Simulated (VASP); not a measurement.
# TiAu (P-6m2) in VASP: single point with LDA

Aim: the single point of TiAu with LDA.

Program: VASP 6.6.1. These are calculated values, not measurements. Logs are shortened: lines on timing, memory, paths and dates and some standing lists are left out, and cuts for length are marked.

### 1 The cell of the first run

It takes space group P-6m2 (No. 187, hexagonal). Conventional cell: a = 2.986 Å, b = 2.986 Å, c = 4.554 Å, α = 90.00°, β = 90.00°, γ = 120.00°. Within 3.8 Å of Ti (site symmetry -6m2) lie 6 Au at 2.86 Å and 6 Ti at 2.99 Å. Within 3.8 Å of Au (site symmetry -6m2) lie 6 Ti at 2.86 Å and 6 Au at 2.99 Å.

### 2 Single point, LDA, collinear spin, ferromagnetic start

Contents of INCAR:

```
SYSTEM = TiAu
  PREC = Accurate
  ENCUT = 500
  EDIFF = 1E-6
  ISMEAR = 1
  SIGMA = 0.1
  LREAL = .False.
  LASPH = .True.
  NELM = 200
  ALGO = Normal
  ISIF = 2
  LWAVE = .False.
  LCHARG = .True.
  ISPIN = 2
  MAGMOM = 0.43 0.02
  LORBIT = 11
  LMAXMIX = 4
  GGA = CA
  LELF = .True.
  LVHAR = .True.
  NBANDS = 22
  GGA_COMPAT = .False.
```

Contents of KPOINTS:

```
regular mesh
0
Gamma
  9 9 5
  0 0 0
```

Contents of POSCAR:

```
TiAu
1.0
    2.9864760000      0.0000000000      0.0000000000
   -1.4932380000      2.5863640838      0.0000000000
    0.0000000000      0.0000000000      4.5540180000
Ti Au
1 1
Direct
    0.0000000000      0.0000000000      0.0000000000
    0.3333330000      0.6666670000      0.5000000000
```

Potentials or basis: VASP PAW LDA potentials, release 64 (Ti_sv, Au).

Started as:

```bash
$ cat potpaw_LDA.64/Ti_sv/POTCAR potpaw_LDA.64/Au/POTCAR > POTCAR
$ mpirun -np 1 vasp_std > vasp.out
```

OUTCAR:

```text
SYSTEM = TiAu
   PREC = Accurate
   ENCUT = 500
   EDIFF = 1E-6
   ISMEAR = 1
   LREAL = .False.
   LASPH = .True.
   NELM = 200
   ISIF = 2
   ISPIN = 2
   LORBIT = 11
   GGA = CA

 ion  position               nearest neighbor table
   1  0.000  0.000  0.000-   2 2.86   2 2.86   2 2.86   2 2.86   2 2.86   2 2.86
   2  0.333  0.667  0.500-   1 2.86   1 2.86   1 2.86   1 2.86   1 2.86   1 2.86

  LATTYP: Found a hexagonal cell.
 ALAT       =     2.9864760000
 C/A-ratio  =     1.5248801598

  Lattice vectors:

 A1 = (   2.9864760000,   0.0000000000,   0.0000000000)
 A2 = (  -1.4932380000,   2.5863640838,   0.0000000000)
 A3 = (   0.0000000000,   0.0000000000,   4.5540180000)

Analysis of symmetry for initial positions (statically):
=====================================================================
 Subroutine PRICEL returns:
 Original cell was already a primitive cell.

 Routine SETGRP: Setting up the symmetry group for a
 hexagonal supercell.

 Subroutine GETGRP returns: Found 12 space group operations
 (whereof 12 operations were pure point group operations)
 out of a pool of 24 trial point group operations.

The static configuration has the point symmetry D_3h.

Analysis of symmetry for dynamics (positions and initial velocities):
=====================================================================
 Subroutine PRICEL returns:
 Original cell was already a primitive cell.

 Routine SETGRP: Setting up the symmetry group for a
 hexagonal supercell.

 Subroutine GETGRP returns: Found 12 space group operations
 (whereof 12 operations were pure point group operations)
 out of a pool of 24 trial point group operations.

The dynamic configuration has the point symmetry D_3h.

Analysis of structural, dynamic, and magnetic symmetry:
=====================================================================
 Subroutine PRICEL returns:
 Original cell was already a primitive cell.

 Routine SETGRP: Setting up the symmetry group for a
 hexagonal supercell.

 Subroutine GETGRP returns: Found 12 space group operations
 (whereof 12 operations were pure point group operations)
 out of a pool of 24 trial point group operations.

The overall configuration has the point symmetry D_3h.

 Subroutine INISYM returns: Found 12 space group operations
 (whereof 12 operations are pure point group operations),
 and found     1 'primitive' translations

----------------------------------------------------------------------------------------

                                     Primitive cell

  volume of cell :      35.1758

  direct lattice vectors                    reciprocal lattice vectors
     2.986476000  0.000000000  0.000000000     0.334842805  0.193321583  0.000000000
    -1.493238000  2.586364084  0.000000000     0.000000000  0.386643167  0.000000000
     0.000000000  0.000000000  4.554018000     0.000000000  0.000000000  0.219586308

  length of vectors
     2.986476000  2.986476000  4.554018000     0.386643167  0.386643167  0.219586308

  position of ions in fractional coordinates (direct lattice)
     0.000000000  0.000000000  0.000000000
     0.333333000  0.666667000  0.500000000

  ion indices of the primitive-cell ions
   primitive index   ion index
                 1           1
                 2           2

----------------------------------------------------------------------------------------

 KPOINTS: regular mesh

Automatic generation of k-mesh.
 Grid dimensions read from file:
 generate k-points for:    9    9    5

 Generating k-lattice:

  Cartesian coordinates                     Fractional coordinates (reciprocal lattice)
     0.037204756  0.021480176  0.000000000     0.111111111  0.000000000  0.000000000
     0.000000000  0.042960352  0.000000000     0.000000000  0.111111111  0.000000000
     0.000000000  0.000000000  0.043917262     0.000000000  0.000000000  0.200000000

  Length of vectors
     0.042960352  0.042960352  0.043917262

  Shift w.r.t. Gamma in fractional coordinates (k-lattice)
     0.000000000  0.000000000  0.000000000

 Subroutine IBZKPT returns following result:
 ===========================================

 Found     36 irreducible k-points:

 Following reciprocal coordinates:
            Coordinates               Weight
  0.000000  0.000000  0.000000      1.000000
  0.111111 -0.000000  0.000000      6.000000
  0.222222 -0.000000  0.000000      6.000000
  0.333333  0.000000  0.000000      6.000000
  0.444444 -0.000000  0.000000      6.000000
  0.111111  0.111111  0.000000      6.000000
[... 16 lines left out ...]
  0.333333  0.222222  0.200000     24.000000
  0.333333  0.333333  0.200000      4.000000
 [... further k-points ...]
   k-points           NKPTS =     36   k-points in BZ     NKDIM =     36   number of bands    NBANDS=     22
   number of dos      NEDOS =    301   number of ions     NIONS =      2
   total plane-waves  NPLWV =  20736
   dimension x,y,z NGX =    24 NGY =   24 NGZ =   36
   dimension x,y,z NGXF=    48 NGYF=   48 NGZF=   72
   ions per type =               1   1
   NGX,Y,Z   is equivalent  to a cutoff of  13.36, 13.36, 13.14 a.u.
   NGXF,Y,Z  is equivalent  to a cutoff of  26.72, 26.72, 26.28 a.u.
 SYSTEM =  TiAu
   PREC   = accura    normal or accurate (medium, high low for compatibility)
   ISTART =      0    job   : 0-new  1-cont  2-samecut
   ICHARG =      2    charge: 1-file 2-atom 10-const
   ISPIN  =      2    spin polarized calculation?
   LNONCOLLINEAR =      F non collinear calculations
   LSORBIT =      F    spin-orbit coupling
   LASPH  =      T    aspherical Exc in radial PAW
   ENCUT  =  500.0 eV  36.75 Ry    6.06 a.u.   5.45  5.45  8.30*2*pi/ulx,y,z
   NELM   =    200;   NELMIN=  2; NELMDL= -5     # of ELM steps
   EDIFF  = 0.1E-05   stopping-criterion for ELM
   LREAL  =      F    real-space projection
   EDIFFG = 0.1E-04   stopping-criterion for IOM
   NSW    =      0    number of steps for IOM
   IBRION =     -1    ionic relax: 0-MD 1-quasi-New 2-CG
   NFREE  =      0    steps in history (QN), initial steepest desc. (CG)
   ISIF   =      2    stress and relaxation
   ISYM   =      2    0-nonsym 1-usesym 2-fastsym
   POTIM  = 0.5000    time-step for ionic-motion
   TEBEG  =    0.0;   TEEND  =   0.0 temperature during run
   PSTRESS=    0.0 pullay stress
   NELECT =      23.0000    total number of electrons
   NUPDOWN=      -1.0000    fix difference up-down
   EMIN   =  10.00;   EMAX   =-10.00  energy-range for DOS
   EFERMI =   0.00;   METHOD = LEGACY
   ISMEAR =     1;   SIGMA  =   0.10  broadening in eV -4-tet -1-fermi 0-gaus
   EFERMI_NEDOS =   21; number of points for ismear=-14 and -15
   IALGO  =     38    algorithm
   IMIX   =      4    mixing-type and parameters
     AMIX     =   0.40;   BMIX     =  1.00
     AMIX_MAG =   1.60;   BMIX_MAG =  1.00
  volume/ion in A,a.u.               =      17.59       118.69
  Fermi-wavevector in a.u.,A,eV,Ry     =   1.420920  2.685149 27.470349  2.019014
  Thomas-Fermi vector in A             =   2.541784
   LORBIT       =     11    0 simple, 1 ext, 2 COOP (PROOUT), +10 PAW based schemes
   GGA     = CA    functional components
   LHFCALC =     F    Hartree Fock is set to
   AEXX    =    0.0000 exact exchange contribution
   IVDW    =     0    specifies the selected vdW correction
   LEPSILON=     F    determine dielectric tensor
   LRPA    =     F    only Hartree local field effects (RPA)
 spin polarized calculation
 Methfessel and Paxton  Order N= 1 SIGMA  =   0.10
  energy-cutoff  :      500.00
  volume of cell :       35.18
 maximum number of plane-waves:       912
 NGX is ok and might be reduce to    24
   NGX = 11   NGY = 11   NGZ = 17

 number of electron      23.0000007 magnetization       0.5151060

 Free energy of the ion-electron system (eV)
  ---------------------------------------------------
  ext. energy  EPLUGINS =         0.00000000
  ---------------------------------------------------
  free energy    TOTEN  =       -13.25213597 eV

  energy without entropy =      -13.25114954  energy(sigma->0) =      -13.25180716

 E-fermi :   8.6374     XC(G=0): -12.2583

 val. band max:        8.6306831900   @ k =   0.3333   0.2222   0.4000
 cond. band min:       8.6585911405   @ k =   0.1111  -0.0000   0.2000
 fundamental gap:      0.0279079504
 Fermi energy:         8.6374313619

 spin component 1

 k-point     1 :       0.0000    0.0000    0.0000
  band No.  band energies     occupation
      1     -47.8649      1.00000
      2     -24.5635      1.00000
      3     -24.2354      1.00000
      4     -24.2354      1.00000
      5       0.0063      1.00000
      6       2.5381      1.00000
[... 14 lines left out ...]
     21      25.5113      0.00000
     22      25.8033      0.00000

 k-point     2 :       0.1111   -0.0000    0.0000
  band No.  band energies     occupation
      1     -47.8578      1.00000
      2     -24.5568      1.00000
      3     -24.2840      1.00000
      4     -24.2466      1.00000
      5       0.3630      1.00000
      6       2.6948      1.00000
[... 14 lines left out ...]
     21      25.9566      0.00000
     22      26.2253      0.00000

 k-point     3 :       0.2222   -0.0000    0.0000
  band No.  band energies     occupation
      1     -47.8395      1.00000
      2     -24.5400      1.00000
      3     -24.4058      1.00000
      4     -24.2747      1.00000
      5       1.3069      1.00000
      6       2.9820      1.00000
[... 14 lines left out ...]
     21      24.2122      0.00000
     22      25.7400      0.00000
[... 476 lines left out ...]
 k-point    23 :       0.3333    0.2222    0.2000
  band No.  band energies     occupation
      1     -47.7990      1.00000
      2     -24.5783      1.00000
      3     -24.5023      1.00000
      4     -24.4279      1.00000
      5       2.9408      1.00000
      6       3.1535      1.00000
[... 14 lines left out ...]
     21      21.0949      0.00000
     22      22.9003      0.00000

 k-point    24 :       0.3333    0.3333    0.2000
  band No.  band energies     occupation
      1     -47.7954      1.00000
      2     -24.5193      1.00000
      3     -24.5166      1.00000
      4     -24.4987      1.00000
      5       3.2343      1.00000
      6       3.3996      1.00000
[... 14 lines left out ...]
     21      22.1957      0.00000
     22      22.5953      0.00000

 [... further k-points ...]

 spin component 2

 k-point     1 :       0.0000    0.0000    0.0000
  band No.  band energies     occupation
      1     -47.5650      1.00000
      2     -24.3136      1.00000
      3     -23.9133      1.00000
      4     -23.9133      1.00000
      5       0.0939      1.00000
      6       2.6104      1.00000
[... 14 lines left out ...]
     21      25.6316      0.00000
     22      25.9240      0.00000

 k-point     2 :       0.1111   -0.0000    0.0000
  band No.  band energies     occupation
      1     -47.5579      1.00000
      2     -24.3070      1.00000
      3     -23.9619      1.00000
      4     -23.9244      1.00000
      5       0.4521      1.00000
      6       2.7612      1.00000
[... 14 lines left out ...]
     21      26.0741      0.00000
     22      26.4041      0.00000

 k-point     3 :       0.2222   -0.0000    0.0000
  band No.  band energies     occupation
      1     -47.5397      1.00000
      2     -24.2901      1.00000
      3     -24.0837      1.00000
      4     -23.9525      1.00000
      5       1.3956      1.00000
      6       3.0383      1.00000
[... 14 lines left out ...]
     21      24.3624      0.00000
     22      25.8596      0.00000
[... 476 lines left out ...]
 k-point    23 :       0.3333    0.2222    0.2000
  band No.  band energies     occupation
      1     -47.4993      1.00000
      2     -24.2563      1.00000
      3     -24.2522      1.00000
      4     -24.1058      1.00000
      5       2.9814      1.00000
      6       3.1882      1.00000
[... 14 lines left out ...]
     21      21.2633      0.00000
     22      23.0663      0.00000

 k-point    24 :       0.3333    0.3333    0.2000
  band No.  band energies     occupation
      1     -47.4957      1.00000
      2     -24.2488      1.00000
      3     -24.1981      1.00000
      4     -24.1936      1.00000
      5       3.2823      1.00000
      6       3.4380      1.00000
[... 14 lines left out ...]
     21      22.3650      0.00000
     22      22.7728      0.00000

 [... further k-points ...]
[... 5 lines left out ...]
  --------------------------------------------------------------------------------------
  -------------------------------------------------------------------------------------
  Total       -2.3091753     -2.3091753     -2.5267129      0.0000000      0.0000000     -0.0000000
  in kB     -105.1777910   -105.1777910   -115.0861460      0.0000000      0.0000000     -0.0000000
  external PRESSURE =    -108.4805760 kB  Pullay stress =       0.0000000 kB

 VOLUME and BASIS-vectors are now :
 -----------------------------------------------------------------------------
  energy-cutoff  :      500.00
  volume of cell :       35.18
      direct lattice vectors                 reciprocal lattice vectors
     2.986476000  0.000000000  0.000000000     0.334842805  0.193321583  0.000000000
    -1.493238000  2.586364084  0.000000000     0.000000000  0.386643167  0.000000000
     0.000000000  0.000000000  4.554018000     0.000000000  0.000000000  0.219586308

 POSITION                                       TOTAL-FORCE (eV/Angst)
 -----------------------------------------------------------------------------------
      0.00000      0.00000      0.00000         0.000000     -0.000000      0.000000
     -0.00000      1.72424      2.27701        -0.000000      0.000000      0.000000
 -----------------------------------------------------------------------------------
    total drift:                                0.000474     -0.000273      0.000000

  FREE ENERGIE OF THE ION-ELECTRON SYSTEM (eV)
  ---------------------------------------------------
  free  energy   TOTEN  =       -13.2521359664 eV

  energy  without entropy=      -13.2511495393  energy(sigma->0) =      -13.25180716

 total charge

# of ion       s       p       d       tot
------------------------------------------
    1        2.211   6.094   1.882  10.187
    2        0.673   0.415   8.629   9.717
--------------------------------------------------
tot          2.884   6.509  10.511  19.904

 magnetization (x)

# of ion       s       p       d       tot
------------------------------------------
    1        0.003   0.019   0.328   0.350
    2       -0.004   0.021   0.004   0.021
--------------------------------------------------
tot         -0.000   0.040   0.332   0.371
```

It used 100 s of CPU time on 1 thread of AMD EPYC 7R13 Processor (Zen 3), on a shared host.

Results:

```yaml
Free_energy: -13.2521 eV
Pressure: -10.8 GPa
Net_moment: 0.52 μB per cell
Site_moments: Ti +0.35; Au +0.02 μB
Valence_electrons_inside_the_program's_atomic_spheres: Ti 10.19; Au 9.72
```

Levels at points of the mesh, in eV from the Fermi level:
Spin up:
| k point | band 9 | band 10 | band 11 | band 12 | band 13 | band 14 | band 15 | band 16 |
| --- | --- | --- | --- | --- | --- | --- | --- | --- |
| (0.00, 0.00, 0.00) | -3.75 | -3.75 | -1.07 | 0.09 | 0.61 | 0.61 | 2.04 | 2.04 |
Spin down:
| k point | band 8 | band 9 | band 10 | band 11 | band 12 | band 13 | band 14 | band 15 |
| --- | --- | --- | --- | --- | --- | --- | --- | --- |
| (0.00, 0.00, 0.00) | -4.68 | -3.74 | -3.74 | -0.81 | 0.22 | 0.94 | 0.94 | 2.28 |

Caveat: spin-orbit coupling is left out, which moves the levels of the heavy elements.
